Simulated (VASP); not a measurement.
A run of VASP 6.6.1:

The input INCAR:

```
ALGO = Normal
DIPOL = 0.5 0.5 0.500
EDIFF = 1E-7
ENCUT = 520
GGA = PE
IDIPOL = 3
ISIF = 2
ISMEAR = 0
LASPH = True
LCHARG = True
LDIPOL = True
LELF = True
LREAL = False
LVACPOTAV = True
LVHAR = True
LWAVE = False
NBANDS = 34
NELM = 100
PREC = Accurate
SIGMA = 0.05
```

The input KPOINTS:

```
k-points
0
Gamma
  8 8 1
```

Contents of POSCAR:

```
B5As6
1.0
    3.4003508741      0.0000000000      0.0000000000
    0.0000000000      3.4003508741      0.0000000000
    0.0000000000      0.0000000000     27.0220558076
As B
6 5
Direct
    0.0000000000      0.5000000000      0.2773658096
    0.5000000000      0.0000000000      0.3667348521
    0.0000000000      0.5000000000      0.4553942014
    0.5000000000      0.0000000000      0.5446057975
    0.0000000000      0.5000000000      0.6332651477
    0.5000000000      0.0000000000      0.7226341890
    0.5000000000      0.5000000000      0.3221903075
    0.0000000000      0.0000000000      0.4110726559
    0.5000000000      0.5000000000      0.5000000004
    0.0000000000      0.0000000000      0.5889273449
    0.5000000000      0.5000000000      0.6778096939
```

Potentials or basis: VASP PAW PBE potentials, release 64 (As, B).

Launch:

```bash
$ cat potpaw_PBE.64/As/POTCAR potpaw_PBE.64/B/POTCAR > POTCAR
$ mpirun -np 1 vasp_std > vasp.out
```

Hardware: 1 thread of Intel(R) Xeon(R) Platinum 8488C (Sapphire Rapids), with other jobs on the host.

Q: Estimate the wall time of this run.

A: Wall time 3.8 min on 1 thread of Intel(R) Xeon(R) Platinum 8488C (Sapphire Rapids), on a shared host, peak memory 0.47 GiB. Counts: scf iterations 24, k points 15.
